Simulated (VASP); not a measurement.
# GaN (P6_3mc) in VASP: notebook, part 2 of 2

VASP 6.6.1. The steps go on from the part before.

## Step 4: Single point, LDA

This run uses another cell than the first one, of 10.70 Å³/atom.

Input file INCAR:

```
PREC     = Accurate       # precision mode
ENCUT    = 520            # plane-wave cutoff, eV
EDIFF    = 1E-6           # SCF threshold, eV
ISMEAR   = 0              # smearing method
SIGMA    = 0.01           # smearing width, eV
LREAL    = False          # projectors in reciprocal space
LASPH    = True           # aspherical terms in the spheres
NELM     = 100            # most SCF steps
ALGO     = Normal         # electronic algorithm
ISIF     = 2              # what is computed and relaxed
LWAVE    = False          # write WAVECAR
LCHARG   = True           # write CHGCAR
LELF     = True           # ELF
LVHAR    = True         
NBANDS   = 26             # bands
```

Input file KPOINTS:

```
regular mesh
0
Gamma
  8 8 4
```

Input file POSCAR:

```
GaN
1.0
    3.1180156194      0.0000000000      0.0000000000
   -1.5590078097      2.7002807358      0.0000000000
    0.0000000000      0.0000000000      5.0838663390
Ga N
2 2
Direct
    0.3333333333      0.6666666667     -0.0006386040
    0.6666666667      0.3333333333      0.4993613960
    0.3333333333      0.6666666667      0.3756386040
    0.6666666667      0.3333333333      0.8756386040
```

Potentials or basis: VASP PAW LDA potentials, release 64 (Ga_d, N).

Command:

```bash
$ cat potpaw_LDA.64/Ga_d/POTCAR potpaw_LDA.64/N/POTCAR > POTCAR
$ mpirun -np 1 vasp_std > vasp.out
```

OUTCAR:

```text
PREC = Accurate
   ENCUT = 520
   EDIFF = 1E-6
   ISMEAR = 0
   LREAL = False
   LASPH = True
   NELM = 100
   ISIF = 2

 ion  position               nearest neighbor table
   1  0.333  0.667  0.999-   4 1.91   4 1.91   4 1.91   3 1.91
   2  0.667  0.333  0.499-   3 1.91   3 1.91   3 1.91   4 1.91
   3  0.333  0.667  0.376-   2 1.91   2 1.91   2 1.91   1 1.91
   4  0.667  0.333  0.876-   1 1.91   1 1.91   1 1.91   2 1.91

  LATTYP: Found a hexagonal cell.
 ALAT       =     3.1180156194
[... 889 lines left out ...]
     25      18.2426      0.00000
     26      18.2426      0.00000

 [... further k-points ...]
[... 5 lines left out ...]
  --------------------------------------------------------------------------------------
  -------------------------------------------------------------------------------------
  Total        2.2124422      2.2124422      2.2135936      0.0000000     -0.0000000     -0.0000000
  in kB       82.8135093     82.8135093     82.8566061      0.0000000     -0.0000000     -0.0000000
  external PRESSURE =      82.8278749 kB  Pullay stress =       0.0000000 kB

 VOLUME and BASIS-vectors are now :
 -----------------------------------------------------------------------------
  energy-cutoff  :      520.00
  volume of cell :       42.80
      direct lattice vectors                 reciprocal lattice vectors
     3.118015619  0.000000000  0.000000000     0.320716803  0.185165932  0.000000000
    -1.559007810  2.700280736  0.000000000     0.000000000  0.370331865  0.000000000
     0.000000000  0.000000000  5.083866339     0.000000000  0.000000000  0.196700687

 POSITION                                       TOTAL-FORCE (eV/Angst)
 -----------------------------------------------------------------------------------
     -0.00000      1.80019      5.08062         0.000000     -0.000000      0.001677
      1.55901      0.90009      2.53869        -0.000000      0.000000      0.001677
     -0.00000      1.80019      1.90970         0.000000     -0.000000     -0.001677
      1.55901      0.90009      4.45163        -0.000000      0.000000     -0.001677
 -----------------------------------------------------------------------------------
    total drift:                               -0.000000      0.000000      0.000811

  FREE ENERGIE OF THE ION-ELECTRON SYSTEM (eV)
  ---------------------------------------------------
  free  energy   TOTEN  =       -27.8684153571 eV

  energy  without entropy=      -27.8684153571  energy(sigma->0) =      -27.86841536
```

OSZICAR:

```text
N       E                     dE             d eps       ncg     rms          rms(c)
DAV:   1     0.275175585850E+03    0.27518E+03   -0.17825E+04  1748   0.263E+03
DAV:   2     0.309504656660E+01   -0.27208E+03   -0.25480E+03  1704   0.497E+02
DAV:   3    -0.311522697931E+02   -0.34247E+02   -0.33779E+02  1918   0.142E+02
DAV:   4    -0.321576066514E+02   -0.10053E+01   -0.10014E+01  1798   0.256E+01
DAV:   5    -0.321760115480E+02   -0.18405E-01   -0.18383E-01  1916   0.352E+00    0.110E+01
DAV:   6    -0.279002314031E+02    0.42758E+01   -0.10141E+01  2578   0.524E+01    0.317E+00
DAV:   7    -0.279297397489E+02   -0.29508E-01   -0.13268E+00  1666   0.833E+00    0.262E+00
DAV:   8    -0.278912362730E+02    0.38503E-01   -0.23777E-01  2546   0.540E+00    0.129E+00
DAV:   9    -0.278678815083E+02    0.23355E-01   -0.65802E-02  2542   0.414E+00    0.345E-01
DAV:  10    -0.278686280588E+02   -0.74655E-03   -0.56568E-03  1644   0.545E-01    0.159E-01
DAV:  11    -0.278684194854E+02    0.20857E-03   -0.96824E-04  2340   0.586E-01    0.601E-02
DAV:  12    -0.278684398202E+02   -0.20335E-04   -0.13696E-04  1634   0.728E-02    0.901E-02
DAV:  13    -0.278684204071E+02    0.19413E-04   -0.18963E-05  2244   0.563E-02    0.463E-02
DAV:  14    -0.278684158912E+02    0.45159E-05   -0.95087E-06  2378   0.289E-02    0.187E-02
DAV:  15    -0.278684153571E+02    0.53409E-06   -0.13051E-06  1026   0.829E-03
   1 F= -.27868415E+02 E0= -.27868415E+02  d E =-.538740E-23
```

Run time: 18 s. Hardware: 1 thread of Intel Xeon Platinum 8488C (Sapphire Rapids), shared host; peak memory 0.15 GiB.

Results:

```
Free energy            : -27.8684 eV
Pressure               : 8.3 GPa
Band gap on the k mesh : 2.36 eV
```

Levels at points of the mesh, in eV from the valence-band top:
| k point | band 14 | band 15 | band 16 | band 17 | band 18 | band 19 | band 20 | band 21 | band 22 | band 23 |
| --- | --- | --- | --- | --- | --- | --- | --- | --- | --- | --- |
| (0.00, 0.00, 0.00) | -1.13 | -1.13 | -0.06 | 0.00 | 0.00 | 2.36 | 4.60 | 9.40 | 10.09 | 10.09 |
| (0.50, 0.00, 0.00) | -5.58 | -4.56 | -3.01 | -2.45 | -1.09 | 5.09 | 5.81 | 6.12 | 8.99 | 10.57 |
| (0.00, 0.00, 0.50) | -3.98 | -0.58 | -0.58 | -0.58 | -0.58 | 4.61 | 4.61 | 8.64 | 8.64 | 10.62 |
| (0.50, 0.00, 0.50) | -7.04 | -2.13 | -2.13 | -2.06 | -2.06 | 4.48 | 4.48 | 8.01 | 8.01 | 10.21 |

Caveat: the cell stands under pressure.

## Step 5: Single point, LDA

This run uses another cell than the first one, of 11.00 Å³/atom.

Input file INCAR:

```
PREC = Accurate ; ENCUT = 520
EDIFF = 1E-6 ; ISMEAR = 0
SIGMA = 0.01 ; LREAL = F
LASPH = T ; NELM = 60
ALGO = Normal ; ISIF = 2
LWAVE = F ; LCHARG = F
GGA = CA ; NBANDS = 26
```

Input file KPOINTS:

```
Automatic mesh
0
Gamma
  8 8 4
```

Input file POSCAR:

```
GaN
1.0
    3.1467423024      0.0000000000      0.0000000000
   -1.5733711512      2.7251587731      0.0000000000
    0.0000000000      0.0000000000      5.1302023370
Ga N
2 2
Direct
    0.3333333333      0.6666666667     -0.0006996731
    0.6666666667      0.3333333333      0.4993003269
    0.3333333333      0.6666666667      0.3756996731
    0.6666666667      0.3333333333      0.8756996731
```

Potentials or basis: VASP PAW LDA potentials, release 64 (Ga_d, N).

Command:

```bash
$ cat potpaw_LDA.64/Ga_d/POTCAR potpaw_LDA.64/N/POTCAR > POTCAR
$ mpirun -np 1 vasp_std > vasp.out
```

OUTCAR:

```text
PREC = Accurate
   ENCUT = 520
   EDIFF = 1E-6
   ISMEAR = 0
   LREAL = F
   LASPH = T
   NELM = 60
   ISIF = 2
   GGA = CA

 ion  position               nearest neighbor table
   1  0.333  0.667  0.999-   4 1.92   4 1.92   4 1.92   3 1.93
   2  0.667  0.333  0.499-   3 1.92   3 1.92   3 1.92   4 1.93
   3  0.333  0.667  0.376-   2 1.92   2 1.92   2 1.92   1 1.93
   4  0.667  0.333  0.876-   1 1.92   1 1.92   1 1.92   2 1.93

  LATTYP: Found a hexagonal cell.
 ALAT       =     3.1467423024
 C/A-ratio  =     1.6303217245

  Lattice vectors:

 A1 = (   3.1467423024,   0.0000000000,   0.0000000000)
 A2 = (  -1.5733711512,   2.7251587731,   0.0000000000)
 A3 = (   0.0000000000,   0.0000000000,   5.1302023370)

Analysis of symmetry for initial positions (statically):
=====================================================================
 Subroutine PRICEL returns:
 Original cell was already a primitive cell.

 Routine SETGRP: Setting up the symmetry group for a
 hexagonal supercell.

 Subroutine GETGRP returns: Found 12 space group operations
 (whereof  6 operations were pure point group operations)
 out of a pool of 24 trial point group operations.

The static configuration has the point symmetry C_3v.
 The point group associated with its full space group is C_6v.

Analysis of symmetry for dynamics (positions and initial velocities):
=====================================================================
 Subroutine PRICEL returns:
 Original cell was already a primitive cell.

 Routine SETGRP: Setting up the symmetry group for a
 hexagonal supercell.

 Subroutine GETGRP returns: Found 12 space group operations
 (whereof  6 operations were pure point group operations)
 out of a pool of 24 trial point group operations.

The dynamic configuration has the point symmetry C_3v.
 The point group associated with its full space group is C_6v.

 Subroutine INISYM returns: Found 12 space group operations
 (whereof  6 operations are pure point group operations),
[... 113 lines left out ...]
   EMIN   =  10.00;   EMAX   =-10.00  energy-range for DOS
   EFERMI =   0.00;   METHOD = LEGACY
   ISMEAR =     0;   SIGMA  =   0.01  broadening in eV -4-tet -1-fermi 0-gaus
   EFERMI_NEDOS =   21; number of points for ismear=-14 and -15
   IALGO  =     38    algorithm
   IMIX   =      4    mixing-type and parameters
     AMIX     =   0.40;   BMIX     =  1.00
     AMIX_MAG =   1.60;   BMIX_MAG =  1.00
  volume/ion in A,a.u.               =      11.00        74.22
  Fermi-wavevector in a.u.,A,eV,Ry     =   1.531251  2.893646 31.902001  2.344731
  Thomas-Fermi vector in A             =   2.638622
   LORBIT       =      0    0 simple, 1 ext, 2 COOP (PROOUT), +10 PAW based schemes
   GGA     = CA    functional components
   LHFCALC =     F    Hartree Fock is set to
   AEXX    =    0.0000 exact exchange contribution
   IVDW    =     0    specifies the selected vdW correction
   LEPSILON=     F    determine dielectric tensor
   LRPA    =     F    only Hartree local field effects (RPA)
 non-spin polarized calculation
 Gauss-broadening in eV      SIGMA  =   0.01
  energy-cutoff  :      520.00
  volume of cell :       43.99
 maximum number of plane-waves:      1200
 NGX is ok and might be reduce to    24
   NGX = 11   NGY = 11   NGZ = 19

 number of electron      36.0000034 magnetization

 Free energy of the ion-electron system (eV)
  ---------------------------------------------------
  ext. energy  EPLUGINS =         0.00000000
  ---------------------------------------------------
  free energy    TOTEN  =       -27.90711521 eV

  energy without entropy =      -27.90711521  energy(sigma->0) =      -27.90711521

 E-fermi :   5.5450     XC(G=0): -12.3246

 val. band max:        5.4964949624   @ k =   0.0000   0.0000   0.0000
 cond. band min:       7.6740675530   @ k =   0.0000   0.0000   0.0000
 fundamental gap:      2.1775725906
 Fermi energy:         5.5450380275

 k-point     1 :       0.0000    0.0000    0.0000
  band No.  band energies     occupation
      1     -10.6900      2.00000
      2      -9.6917      2.00000
      3      -8.0969      2.00000
      4      -8.0793      2.00000
      5      -8.0793      2.00000
      6      -8.0112      2.00000
[... 685 lines left out ...]
     25      17.7137      0.00000
     26      17.7137      0.00000

 [... further k-points ...]
[... 5 lines left out ...]
  --------------------------------------------------------------------------------------
  -------------------------------------------------------------------------------------
  Total        0.5767252      0.5767252      0.5679308      0.0000000      0.0000000     -0.0000000
  in kB       21.0035176     21.0035176     20.6832383      0.0000000      0.0000000     -0.0000000
  external PRESSURE =      20.8967578 kB  Pullay stress =       0.0000000 kB

 VOLUME and BASIS-vectors are now :
 -----------------------------------------------------------------------------
  energy-cutoff  :      520.00
  volume of cell :       43.99
      direct lattice vectors                 reciprocal lattice vectors
     3.146742302  0.000000000  0.000000000     0.317788972  0.183475548  0.000000000
    -1.573371151  2.725158773  0.000000000     0.000000000  0.366951097  0.000000000
     0.000000000  0.000000000  5.130202337     0.000000000  0.000000000  0.194924086

 POSITION                                       TOTAL-FORCE (eV/Angst)
 -----------------------------------------------------------------------------------
     -0.00000      1.81677      5.12661        -0.000000     -0.000000      0.002395
      1.57337      0.90839      2.56151         0.000000      0.000000      0.002395
     -0.00000      1.81677      1.92742         0.000000      0.000000     -0.002395
      1.57337      0.90839      4.49252         0.000000      0.000000     -0.002395
 -----------------------------------------------------------------------------------
    total drift:                               -0.000001     -0.000001      0.000862

  FREE ENERGIE OF THE ION-ELECTRON SYSTEM (eV)
  ---------------------------------------------------
  free  energy   TOTEN  =       -27.9071152125 eV

  energy  without entropy=      -27.9071152125  energy(sigma->0) =      -27.90711521
```

OSZICAR:

```text
N       E                     dE             d eps       ncg     rms          rms(c)
DAV:   1     0.275690386763E+03    0.27569E+03   -0.17674E+04  1704   0.261E+03
DAV:   2     0.278088161058E+01   -0.27291E+03   -0.25704E+03  1680   0.487E+02
DAV:   3    -0.310077681159E+02   -0.33789E+02   -0.33333E+02  1850   0.141E+02
DAV:   4    -0.320774047094E+02   -0.10696E+01   -0.10649E+01  1832   0.265E+01
DAV:   5    -0.320977803748E+02   -0.20376E-01   -0.20348E-01  1888   0.353E+00    0.108E+01
DAV:   6    -0.279403323174E+02    0.41574E+01   -0.10063E+01  2590   0.511E+01    0.317E+00
DAV:   7    -0.279678889645E+02   -0.27557E-01   -0.12713E+00  1666   0.831E+00    0.259E+00
DAV:   8    -0.279310555296E+02    0.36833E-01   -0.25204E-01  2564   0.526E+00    0.135E+00
DAV:   9    -0.279065878115E+02    0.24468E-01   -0.66329E-02  2480   0.404E+00    0.378E-01
DAV:  10    -0.279073630174E+02   -0.77521E-03   -0.61384E-03  1640   0.579E-01    0.189E-01
DAV:  11    -0.279071210155E+02    0.24200E-03   -0.11768E-03  2334   0.651E-01    0.741E-02
DAV:  12    -0.279071426966E+02   -0.21681E-04   -0.16343E-04  1626   0.791E-02    0.101E-01
DAV:  13    -0.279071278583E+02    0.14838E-04   -0.86300E-06  2094   0.299E-02    0.720E-02
DAV:  14    -0.279071182167E+02    0.96416E-05   -0.10738E-05  2058   0.311E-02    0.357E-02
DAV:  15    -0.279071167995E+02    0.14172E-05   -0.27706E-06  1146   0.107E-02    0.239E-02
DAV:  16    -0.279071155166E+02    0.12829E-05   -0.19714E-06  1328   0.123E-02    0.117E-02
DAV:  17    -0.279071152125E+02    0.30414E-06   -0.89354E-07   910   0.103E-02
   1 F= -.27907115E+02 E0= -.27907115E+02  d E =-.257173E-14
```

Run time: 19 s. Hardware: 1 thread of Intel Xeon Platinum 8488C (Sapphire Rapids), shared host; peak memory 0.15 GiB.

Results:

| Item | Value |
| --- | --- |
| Free energy | -27.9071 eV |
| Pressure | 2.1 GPa |
| Band gap on the k mesh | 2.18 eV |

Forces in eV/Å, atoms in the order of the input:
```
Ga   0.000  0.000  0.002
Ga   0.000  0.000  0.002
N    0.000  0.000 -0.002
N    0.000  0.000 -0.002
```

Levels at points of the mesh, in eV from the valence-band top:
| k point | band 15 | band 16 | band 17 | band 18 | band 19 | band 20 | band 21 | band 22 |
| --- | --- | --- | --- | --- | --- | --- | --- | --- |
| (0.00, 0.00, 0.00) | -1.09 | -0.05 | 0.00 | 0.00 | 2.18 | 4.42 | 9.24 | 9.93 |
| (0.50, 0.00, 0.00) | -4.43 | -2.90 | -2.36 | -1.06 | 5.02 | 5.69 | 6.01 | 8.76 |
| (0.00, 0.00, 0.50) | -0.56 | -0.56 | -0.56 | -0.56 | 4.44 | 4.44 | 8.49 | 8.49 |
| (0.50, 0.00, 0.50) | -2.06 | -2.06 | -2.00 | -2.00 | 4.40 | 4.40 | 7.84 | 7.84 |

## Step 6: Single point, LDA

This run uses another cell than the first one, of 10.95 Å³/atom.

Input file INCAR:

```
PREC = Accurate
ENCUT = 520
EDIFF = 1E-6
ISMEAR = 0
SIGMA = 0.01
LREAL = F
LASPH = T
NELM = 100
ALGO = Normal
ISIF = 2
LWAVE = F
LCHARG = T
GGA = CA
LELF = T
LVHAR = T
NBANDS = 26
```

Input file KPOINTS:

```
regular mesh
0
Gamma
  8 8 4
```

Input file POSCAR:

```
GaN
1.0
    3.1417297664      0.0000000000      0.0000000000
   -1.5708648832      2.7208177895      0.0000000000
    0.0000000000      0.0000000000      5.1221320641
Ga N
2 2
Direct
    0.3333333333      0.6666666667     -0.0006890804
    0.6666666667      0.3333333333      0.4993109196
    0.3333333333      0.6666666667      0.3756890804
    0.6666666667      0.3333333333      0.8756890804
```

Potentials or basis: VASP PAW LDA potentials, release 64 (Ga_d, N).

Command:

```bash
$ cat potpaw_LDA.64/Ga_d/POTCAR potpaw_LDA.64/N/POTCAR > POTCAR
$ mpirun -np 1 vasp_std > vasp.out
```

Wall time 17 s (1 thread of Intel Xeon Platinum 8488C (Sapphire Rapids), shared host); peak memory 0.15 GiB.

The run converged. Its results:

```
Free energy            : -27.9036 eV
Pressure               : 3.2 GPa
Band gap on the k mesh : 2.21 eV
```

Forces in eV/Å, atoms in the order of the input:
```
Ga   0.000  0.000  0.002
Ga   0.000  0.000  0.002
N    0.000  0.000 -0.002
N    0.000  0.000 -0.002
```

Levels at points of the mesh, in eV from the valence-band top:
```tsv
k point	band 15	band 16	band 17	band 18	band 19	band 20	band 21	band 22
(0.00, 0.00, 0.00)	-1.10	-0.06	0.00	0.00	2.21	4.45	9.27	9.96
(0.50, 0.00, 0.00)	-4.45	-2.92	-2.37	-1.06	5.03	5.71	6.03	8.80
(0.00, 0.00, 0.50)	-0.56	-0.56	-0.56	-0.56	4.47	4.47	8.52	8.52
(0.50, 0.00, 0.50)	-2.07	-2.07	-2.01	-2.01	4.41	4.41	7.87	7.87
```

Caveat: the cell stands under pressure.

## Step 7: The runs side by side

```csv
cell,gap on the mesh (eV),pressure (GPa)
"a = 3.084, b = 3.084, c = 5.030 Å, angles 90.0, 90.0, 120.0°, 4 atoms",2.58,16.4
"a = 3.105, b = 3.105, c = 5.063 Å, angles 90.0, 90.0, 120.0°, 4 atoms",2.45,11.3
"a = 3.118, b = 3.118, c = 5.084 Å, angles 90.0, 90.0, 120.0°, 4 atoms",2.36,8.3
"a = 3.147, b = 3.147, c = 5.130 Å, angles 90.0, 90.0, 120.0°, 4 atoms",2.18,2.1
"a = 3.142, b = 3.142, c = 5.122 Å, angles 90.0, 90.0, 120.0°, 4 atoms",2.21,3.2
```

Alike in all rows: task single point; level LDA; potentials or basis VASP PAW LDA potentials, release 64 (Ga_d, N); no spin polarisation; k mesh 8 × 8 × 4; cutoff (eV) 520; smearing gaussian 0.01 eV.

Caveats: the cell stands under pressure (at least some runs).

Absolute energies hang on the potentials; compare differences alone.
